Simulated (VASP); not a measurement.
A run of VASP 6.6.1:

File INCAR:

```
PREC = Accurate
ENCUT = 520
EDIFF = 1E-7
ISMEAR = 0
SIGMA = 0.05
LREAL = F
LASPH = T
NELM = 60
ALGO = Normal
ISIF = 2
LWAVE = F
LCHARG = F
GGA = PS
NBANDS = 16
```

File KPOINTS:

```
Automatic mesh
0
Gamma
  9 9 6
```

POSCAR

```
AlN
1.0
    3.2398618285      0.0000000000      0.0000000000
   -1.6199309143      2.8058026482      0.0000000000
    0.0000000000      0.0000000000      4.4020002664
Al N
2 2
Direct
    0.3333333333      0.6666666667      0.7500000000
    0.6666666667      0.3333333333      0.2500000000
    0.3333333333      0.6666666667      0.2500000000
    0.6666666667      0.3333333333      0.7500000000
```

Potentials or basis: VASP PAW PBE potentials, release 64 (Al, N).

Command:

```bash
$ cat potpaw_PBE.64/Al/POTCAR potpaw_PBE.64/N/POTCAR > POTCAR
$ mpirun -np 1 vasp_std > vasp.out
```

Hardware: 1 thread of Intel Xeon 6975P-C (shared host).

Q: Estimate the wall time of this run.

A: It took 18 s on 1 thread of Intel Xeon 6975P-C (shared host), peak memory 0.16 GiB. Counts: scf iterations 14, k points 48.
